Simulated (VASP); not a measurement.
Write the native input for VASP 6.6.1 that does the following.

* Task: single point
* Functional: PBEsol
* Potentials or basis: VASP PAW PBE potentials, release 64 (La, Zr_sv, Ga_d, O)
* Cutoff: 520 eV
* k mesh: 1 × 1 × 1, shifted
* Occupations: fermi-dirac, width 0.05 eV
* Spin: collinear spin
* Dipole correction: no
* Mended: yes
* Further INCAR settings: LREAL = Auto; ALGO = Normal; EDIFF = 1e-06; NBANDS = 197; ISYM = -1

The structure of La4ZrGa3O12 (a cell with a defect) lies in POSCAR:

```
La4ZrGa3O12
1.0
    7.7293080000      0.0000000000      0.0000000000
    0.0000000000      7.7293080000      0.0000000000
    0.0000000000      0.0000000000      7.7293080000
La Zr Ga O
8 2 6 24
Direct
    0.0054300000      0.0308480000      0.0000820000
    0.9731540000      0.9829370000      0.4998280000
    0.0154210000      0.5257180000      0.9949780000
    0.9715600000      0.4914150000      0.4971370000
    0.5271400000      0.0079110000      0.0031290000
    0.4832220000      0.9735830000      0.5052890000
    0.5255160000      0.5163940000      0.0004590000
    0.4932760000      0.4684730000      0.5002470000
    0.2493490000      0.2496720000      0.2501340000
    0.2493390000      0.7496620000      0.7501390000
    0.2493480000      0.2496560000      0.7501350000
    0.2493370000      0.7496640000      0.2501360000
    0.7493380000      0.2496620000      0.2501490000
    0.7493510000      0.2496540000      0.7501490000
    0.7493370000      0.7496610000      0.2501450000
    0.7493410000      0.7496610000      0.7501410000
    0.2872880000      0.1958880000      0.9909610000
    0.2114070000      0.3034200000      0.5093100000
    0.2114940000      0.8048060000      0.0099340000
    0.2871950000      0.6945130000      0.4903400000
    0.7066820000      0.2680250000      0.9998100000
    0.7920090000      0.2313150000      0.5004850000
    0.7808150000      0.7250920000      0.0010880000
    0.7178640000      0.7742430000      0.4992050000
    0.9878440000      0.2955290000      0.2102020000
    0.9981220000      0.2884630000      0.7946030000
    0.9967660000      0.7148160000      0.2878980000
    0.9879270000      0.7198020000      0.7095600000
    0.5108350000      0.2037950000      0.2901070000
    0.5005760000      0.2108410000      0.7056960000
    0.5019060000      0.7845170000      0.2123930000
    0.5107540000      0.7794930000      0.7907330000
    0.2210540000      0.9895020000      0.3132370000
    0.2052310000      0.0091840000      0.7032480000
    0.2776040000      0.5098290000      0.1870340000
    0.2934690000      0.4901310000      0.7970180000
    0.7903970000      0.0001880000      0.2241540000
    0.7825610000      0.0013730000      0.7768470000
    0.7082780000      0.4991400000      0.2761320000
    0.7161370000      0.4979430000      0.7234610000
```

These files were run (other wordings do the same):

INCAR

```
PREC = Accurate
ENCUT = 520
EDIFF = 1E-6
ISMEAR = -1
SIGMA = 0.05
LREAL = Auto
LASPH = True
NELM = 200
ALGO = Normal
ISIF = 2
LWAVE = False
LCHARG = False
ISPIN = 2
MAGMOM = 0 0 0 0 0 0 0 0 0.143 0.143 0 0 0 0 0 0 0.143 0.143 0.143 0.143 0 0 0 0 0.143 0 0 0.143 0.143 0 0 0.143 0.143 0.143 0.143 0.143 0 0 0 0
LORBIT = 11
LMAXMIX = 6
GGA = PS
ISYM = -1
NBANDS = 197
GGA_COMPAT = False
```

KPOINTS

```
explicit points
1
Reciprocal
  0.25000000   0.25000000   0.25000000 1
```

Potentials or basis: VASP PAW PBE potentials, release 64 (La, Zr_sv, Ga_d, O).

The run is started by

```bash
$ cat potpaw_PBE.64/La/POTCAR potpaw_PBE.64/Zr_sv/POTCAR potpaw_PBE.64/Ga_d/POTCAR potpaw_PBE.64/O/POTCAR > POTCAR
$ mpirun -np 1 vasp_std > vasp.out
```

It gave:

```yaml
Pressure: 13.1 GPa
Largest_force: 0.063 eV/Å
Net_moment: 0.02 μB per cell
Site_moments: La -0.10, +0.01, +0.11, -0.01 (each value once); Zr -0.39, +0.38; Ga -0.00, +0.00 (each value once); O -0.00, +0.00, -0.01, +0.01 (each value once) μB
Valence_electrons_inside_the_program's_atomic_spheres: La 8.66, 8.64 (each value once); Zr 10.02, 10.05; Ga 11.82, 11.86, 11.79, 11.80, 11.87 (each value once); O 5.07, 5.06, 5.05, 5.04, 5.08 (each value once)
```

Caveat: the PAW data sets were made with another functional, which shifts forces and pressure a little.

Run time: 13 min on 1 thread of Intel(R) Xeon(R) Platinum 8375C CPU @ 2.90GHz (Ice Lake), with other jobs on the host, peak memory 0.77 GiB.
